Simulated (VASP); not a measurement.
MgSi2N2: relaxation of cell and atoms with PBE

Crystal: MgSi2N2.

```
CELL_PARAMETERS angstrom
4.31123 0.00000 0.00000
-2.15562 3.73364 0.00000
0.00000 0.00000 3.65087
ATOMIC_POSITIONS crystal
Mg 0.00000 0.00000 0.00000
Si 0.33333 0.66667 0.50000
Si 0.66667 0.33333 0.50000
N 0.33333 0.66667 0.00000
N 0.66667 0.33333 0.00000
```

The cell was built from a structure type or drawn by symmetry, and may not be a known phase.

```yaml
Program: VASP 6.6.1
Task: relaxation of cell and atoms
Functional: PBE
Potentials_or_basis: VASP PAW PBE potentials, release 64 (Mg_sv, Si, N)
Cutoff: 750 eV
k_mesh: 6 × 6 × 6
Occupations: gaussian, width 0.1 eV
Spin: no spin polarisation
Dipole_correction: no
Mended: yes
Further_INCAR_settings: ALGO = Normal; EDIFF = 1e-07; IBRION = 2; EDIFFG = -0.04; NSW = 90; ISIF = 3
```

The relaxed volume is 12.47 Å³/atom and the relaxed cell is a = 4.585 Å, b = 4.585 Å, c = 3.424 Å, α = 90.00°, β = 90.00°, γ = 120.00°. The space group after relaxing (to 0.1 Å) is P6/mmm (No. 191) and the energy gained by relaxing is 39.7 meV/atom. The ionic steps are 16. The pressure after relaxing is 0.0 GPa and the band gap on the k mesh is zero (bands 14 and 15 overlap by 2.41 eV).

Step by step:
```
step  energy change (eV)  largest force (eV/Å)  pressure (GPa)  volume (Å³)
   1              0.0000                0.0000           -0.45        58.77
   2             -0.0174                0.0000            1.10        58.48
   3             -0.0454                0.0000            6.96        57.56
   4             -0.0433                0.0000            9.61        57.22
   5             -0.0461                0.0000            7.71        57.45
   6             -0.0491                0.0000            7.86        57.47
   7             -0.0580                0.0000            8.38        57.51
   8             -0.0675                0.0000            9.71        57.60
   9             -0.0787                0.0000            9.32        57.80
  10             -0.1086                0.0000            8.19        58.41
  11             -0.1524                0.0000            6.14        59.62
  12             -0.1782                0.0000            2.71        62.09
  13             -0.1791                0.0000            3.14        61.73
  14             -0.1919                0.0000            1.81        61.99
  15             -0.1984                0.0000           -0.20        62.40
  16             -0.1985                0.0000            0.01        62.36
```

Final structure:
```
Mg Si N
1.0
     4.58548    0.00000    0.00000
    -2.29274    3.97115    0.00000
     0.00000    0.00000    3.42431
Mg Si N
1 2 2
Direct
  0.00000 0.00000 0.00000
  0.33333 0.66667 0.50000
  0.66667 0.33333 0.50000
  0.33333 0.66667 0.00000
  0.66667 0.33333 0.00000
```

Levels at points of the mesh, in eV from the Fermi level:
```tsv
k point	band 10	band 11	band 12	band 13	band 14	band 15	band 16	band 17	band 18
(0.00, 0.00, 0.00)	-5.31	-5.07	-2.99	-2.99	1.54	3.24	3.24	3.43	4.18
(0.50, 0.00, 0.00)	-5.85	-4.16	-1.17	-0.95	-0.61	0.71	2.60	5.61	6.79
(0.00, 0.00, 0.50)	-3.82	-1.63	-1.63	-1.47	-1.47	-0.39	1.33	1.33	2.66
(0.50, 0.00, 0.50)	-4.12	-2.81	-2.56	-1.48	-0.56	0.38	3.32	4.63	5.85
```

It took 5.4 min on 1 thread of AMD EPYC 9R45 96-Core Processor (Zen 5), with other jobs on the host, peak memory 0.23 GiB.
